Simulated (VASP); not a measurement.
A run of VASP 6.6.1:

The input INCAR:

```
PREC = Accurate
ENCUT = 520
EDIFF = 1E-7
ISMEAR = 0
SIGMA = 0.05
LREAL = False
LASPH = True
NELM = 60
ALGO = Normal
ISIF = 2
LWAVE = False
LCHARG = False
GGA = CA
NBANDS = 16
```

KPOINTS

```
regular mesh
0
Gamma
  10 10 10
```

POSCAR

```
CaC2
1.0
   -1.8375836694      1.8375836694      3.2021112425
    1.8375836694     -1.8375836694      3.2021112425
    1.8375836694      1.8375836694     -3.2021112425
Ca C
1 2
Direct
    0.0000000000      0.0000000000      0.0000000000
    0.5978927200      0.5978927200      0.0000000000
    0.4021072800      0.4021072800      0.0000000000
```

Potentials or basis: VASP PAW LDA potentials, release 64 (Ca_sv, C).

Run with:

```console
$ cat potpaw_LDA.64/Ca_sv/POTCAR potpaw_LDA.64/C/POTCAR > POTCAR
$ mpirun -np 1 vasp_std > vasp.out
```

Hardware: 1 thread of Intel(R) Xeon(R) Platinum 8259CL CPU @ 2.50GHz (Skylake/Cascade Lake), with other jobs on the host.

**Question.** How long does it take, and how much memory?

**Answer.** It took 61 s on 1 thread of Intel(R) Xeon(R) Platinum 8259CL CPU @ 2.50GHz (Skylake/Cascade Lake), with other jobs on the host, peak memory 0.2 GiB. Counts: scf iterations 14, k points 102.
